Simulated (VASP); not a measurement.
Wanted: the native input for a VASP 6.6.1 run.

- Task: single point
- Functional: PBE
- Potentials or basis: VASP PAW PBE potentials, release 64 (Zr_sv, Mo_sv, C)
- Cutoff: 520 eV
- k mesh: 4 × 4 × 2
- Occupations: gaussian, width 0.1 eV
- Spin: no spin polarisation
- Dipole correction: no
- Further INCAR settings: ALGO = Normal; EDIFF = 1e-06; NBANDS = 59

The structure of ZrMo2C2 lies in POSCAR:

```
ZrMo2C2
1.0
    4.0517548600      0.0000000000      0.0000000000
    0.0000000000      4.0517548600      0.0000000000
    0.0000000000      0.0000000000      9.0774187500
Zr Mo C
2 4 4
Direct
    0.0000000000      0.5000000000      0.2410299900
    0.5000000000      0.0000000000      0.7589700100
    0.0000000000      0.0000000000      0.0000000000
    0.5000000000      0.5000000000      0.0000000000
    0.0000000000      0.5000000000      0.6250770100
    0.5000000000      0.0000000000      0.3749229900
    0.0000000000      0.0000000000      0.5000000000
    0.5000000000      0.5000000000      0.5000000000
    0.0000000000      0.5000000000      0.8713859900
    0.5000000000      0.0000000000      0.1286140100
```

The input as run:

INCAR

```
SYSTEM = ZrMo2C2
ALGO     = Normal         ! electronic algorithm
EDIFF    = 1E-6           ! SCF threshold, eV
ENCUT    = 520            ! plane-wave cutoff, eV
GGA      = PE             ! functional
ISIF     = 2              ! what is computed and relaxed
ISMEAR   = 0              ! smearing method
LASPH    = .TRUE.         ! aspherical terms in the spheres
LCHARG   = .FALSE.        ! write CHGCAR
LREAL    = .FALSE.        ! projectors in reciprocal space
LWAVE    = .FALSE.        ! write WAVECAR
NBANDS   = 59             ! bands
NELM     = 100            ! most SCF steps
PREC     = Accurate       ! precision mode
SIGMA    = 0.1            ! smearing width, eV
```

KPOINTS

```
k-points
0
G
  4 4 2
  0 0 0
```

Potentials or basis: VASP PAW PBE potentials, release 64 (Zr_sv, Mo_sv, C).

Run with:

```console
$ cat potpaw_PBE.64/Zr_sv/POTCAR potpaw_PBE.64/Mo_sv/POTCAR potpaw_PBE.64/C/POTCAR > POTCAR
$ mpirun -np 1 vasp_std > vasp.out
```

Results of the run:

```
Pressure               : -24.7 GPa
Largest force          : 2.406 eV/Å
Band gap on the k mesh : zero (band 48 reaches 9.40 eV, above the bottom of band 49 at 8.89 eV)
```

Caveat: the k points lie up to 0.39 Å⁻¹ apart; forces of over 1 eV/Å act on the atoms, so gaps and moduli don't describe the material at rest.

Run time: 3.5 min on 1 thread of AMD EPYC 7571 (shared host), peak memory 0.25 GiB.
